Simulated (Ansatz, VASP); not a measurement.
# SnO2: VASP beside Ansatz

Contents of INCAR:

```
  ALGO = Normal
  EDIFF = 1E-6
  ENCUT = 520
  GGA = PS
  ISIF = 2
  ISMEAR = 0
  LASPH = T
  LCHARG = F
  LREAL = F
  LWAVE = F
  NBANDS = 64
  NELM = 60
  PREC = Accurate
  SIGMA = 0.05
```

KPOINTS

```
k-points
0
Gamma
  6 6 6
```

Contents of POSCAR:

```
SnO2
1.0
    3.1227332515      1.8029108834      4.2937758564
   -3.1227332515      1.8029108834      4.2937758564
    0.0000000000     -3.6058217667      4.2937758564
Sn O
4 8
Direct
    0.8646807174      0.8646807174      0.8646807174
    0.3648245829      0.3648245829      0.8648190111
    0.3648245829      0.8648190111      0.3648245829
    0.8648190111      0.3648245829      0.3648245829
    0.1235003534      0.6233501671      0.6233501671
    0.6233501671      0.1235003534      0.6233501671
    0.6233501671      0.6233501671      0.1235003534
    0.6062113146      0.6062113146      0.6062113146
    0.1234715296      0.1234715296      0.1234715296
    0.1060883083      0.1060883083      0.6062369573
    0.1060883083      0.6062369573      0.1060883083
    0.6062369573      0.1060883083      0.1060883083
```

Input for Ansatz:

```yaml
crystal:
  lattice:
    - [3.1227332515, 1.8029108834, 4.2937758564]
    - [-3.1227332515, 1.8029108834, 4.2937758564]
    - [0.0, -3.6058217667, 4.2937758564]
  atoms:
    - { symbol: Sn, position: [0.8646807174, 0.8646807174, 0.8646807174] }
    - { symbol: Sn, position: [0.3648245829, 0.3648245829, 0.8648190111] }
    - { symbol: Sn, position: [0.3648245829, 0.8648190111, 0.3648245829] }
    - { symbol: Sn, position: [0.8648190111, 0.3648245829, 0.3648245829] }
    - { symbol: O, position: [0.1235003534, 0.6233501671, 0.6233501671] }
    - { symbol: O, position: [0.6233501671, 0.1235003534, 0.6233501671] }
    - { symbol: O, position: [0.6233501671, 0.6233501671, 0.1235003534] }
    - { symbol: O, position: [0.6062113146, 0.6062113146, 0.6062113146] }
    - { symbol: O, position: [0.1234715296, 0.1234715296, 0.1234715296] }
    - { symbol: O, position: [0.1060883083, 0.1060883083, 0.6062369573] }
    - { symbol: O, position: [0.1060883083, 0.6062369573, 0.1060883083] }
    - { symbol: O, position: [0.6062369573, 0.1060883083, 0.1060883083] }
basis:
  ecutwfc: 520.0
kpoints:
  mp_grid: { grid: [6, 6, 6] }
hamiltonian:
  xc: pbesol
  pseudopotentials: { kind: paw, azcp: { folder: soft_1 } }
scf:
  occupations: { method: gaussian, width: 0.05 }
output:
  forces: true
  stress: true
  eigenvalues: true
```

Alike in both runs: task single point; functional PBEsol; k mesh 6 × 6 × 6; occupations gaussian, width 0.05 eV; no spin polarisation.

|  | VASP | Ansatz |
| --- | --- | --- |
| version | VASP 6.6.1 | Ansatz 0.2.0 |
| potentials or method | VASP PAW PBE potentials, release 64 (Sn_d, O), cutoff 520 eV | scalar-relativistic, plane waves, PAW |
| valence electrons in the cell | 104 | 104 |

|  | VASP | Ansatz | Ansatz less VASP |
| --- | --- | --- | --- |
| gap on the k mesh at the Fermi level (eV) | 2.41 | 2.42 | +0.016 |
| least direct gap on the mesh (eV) | 2.41 | 2.42 | +0.016 |
| pressure (GPa) | 18.0 | 17.0 | -1.04 |
| traceless stress, the component that is largest in VASP (GPa) | -7.22 | -6.58 | +0.644 |
| rms of the force components (eV/Å) | 0.526 | 0.489 | -0.0369 |

VASP's potentials were made for PBE, not for PBEsol, and Ansatz warns of the same on its side. Atom by atom the forces differ by 0.037 eV/Å (rms over components).
